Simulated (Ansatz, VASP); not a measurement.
**One calculation of H, two programs**

The input POSCAR:

```
H
1.0
   -1.6915344700      1.6915344700      2.0584739900
    1.6915344700     -1.6915344700      2.0584739900
    1.6915344700      1.6915344700     -2.0584739900
H
2
Direct
    0.0901377100      0.0901377100      0.0000000000
    0.9098622900      0.9098622900      0.0000000000
```

Contents of INCAR.step1:

```
PREC = Accurate ; ENCUT = 1350
ISMEAR = -1 ; SIGMA = 0.05
LREAL = F ; LASPH = T
NELM = 120 ; GGA = PE
ALGO = Normal ; EDIFF = 1E-5
LWAVE = T ; LCHARG = F
GGA_COMPAT = F ; IBRION = 2
ISIF = 3 ; EDIFFG = -0.005
NELMIN = 4 ; NSW = 100
```

INCAR.step2

```
PREC = Accurate ; ENCUT = 1350
EDIFF = 1E-7 ; ISMEAR = -1
SIGMA = 0.05 ; LREAL = F
LASPH = T ; NELM = 120
ALGO = Normal ; ISIF = 3
LWAVE = F ; LCHARG = F
METAGGA = R2SCAN ; LMIXTAU = T
IBRION = 2 ; NSW = 60
EDIFFG = -0.01 ; ISTART = 1
GGA_COMPAT = F ; NELMIN = 4
```

The input KPOINTS:

```
regular mesh
0
Gamma
  11 11 11
```

File input.yaml:

```yaml
crystal:
  lattice:
    - [-1.69153447, 1.69153447, 2.05847399]
    - [1.69153447, -1.69153447, 2.05847399]
    - [1.69153447, 1.69153447, -2.05847399]
  atoms:
    - { symbol: H, position: [0.09013771, 0.09013771, 0.0] }
    - { symbol: H, position: [0.90986229, 0.90986229, 0.0] }
hamiltonian:
  xc: r2scan
  pseudopotentials: { kind: paw }
kpoints:
  mp_grid: { grid: [11, 11, 11] }
scf:
  occupations: { method: fermi_dirac, width: 0.05 }
output:
  forces: true
  stress: true
  eigenvalues: true
relax:
  f_tol: 0.01
  max_steps: 40
  cell: { stress_tol: 0.05 }
```

Alike in both runs: task relaxation of cell and atoms; functional r2SCAN; k mesh 11 × 11 × 11; occupations fermi-dirac, width 0.05 eV; no spin polarisation.

|  | VASP | Ansatz |
| --- | --- | --- |
| version | VASP 6.6.1 | Ansatz 0.2.0 |
| potentials or method | VASP PAW PBE potentials, release 64 (H_h) | Ansatz PAW |
| plane-wave cutoff (eV) | 1350 | 500 |
| valence electrons in the cell | 2 | 2 |

|  | VASP | Ansatz | Ansatz less VASP |
| --- | --- | --- | --- |
| gap on the k mesh at the Fermi level, each at its own relaxed structure (eV) | 10.21 | 10.35 | +0.139 |
| relaxed volume (Å³/atom) | 14.65 | 15.59 | +0.942 |
| relaxed length of the cell vector where the two differ most in proportion (Å) | 3.398 | 3.480 | +0.0822 |

VASP's potentials were made for PBE, not for r2SCAN. One of these differences is far larger than is usual between the two programs; its cause wasn't traced.

Noted on VASP's run: the volume moved by over 15 % at a fixed basis, so the end points are rough. Noted on Ansatz's run: the volume moved by over 15 % at a fixed basis, so the end points are rough; odd divisions of the mesh miss points on the zone boundary, where band edges often lie, so the gap on the mesh can be too wide; the plane-wave basis is chosen anew once the cell has moved, so the energies of steps on either side of that aren't comparable.
